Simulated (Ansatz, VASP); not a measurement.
**One calculation of CdS, two programs**

```
Cd S
1.0
     4.09767    0.00000    0.00000
    -2.04883    3.54868    0.00000
     0.00000    0.00000    3.82831
Cd S
1 1
Cartesian
  0.0000 0.0000 2.0320
  2.0488 1.1829 1.3254
```

Alike in both runs: functional PBE; dispersion D3(BJ); k mesh 6 × 6 × 6; occupations gaussian, width 0.02 eV; no spin polarisation.

Ansatz relaxed the structure, and its values are those at the end. VASP's run is a single point on that final structure, the one shown.

|  | VASP | Ansatz |
| --- | --- | --- |
| version | VASP 6.6.1 | Ansatz 0.2.0 |
| potentials or method | VASP PAW PBE potentials, release 64 (Cd, S), cutoff 520 eV | scalar-relativistic, plane waves, PAW |
| valence electrons in the cell | 18 | 26 |

```csv
,VASP,Ansatz,Ansatz less VASP
gap on the k mesh at the Fermi level (eV),0.92,0.90,-0.015
least direct gap on the mesh (eV),1.24,1.23,-0.007
pressure (GPa),0.3,0.0,-0.30
rms of the force components (eV/Å),0.017,0.000,-0.0166
```

VASP's potentials hold 18 valence electrons a cell and Ansatz's 26, so a difference there can come from the potentials and not from the codes.
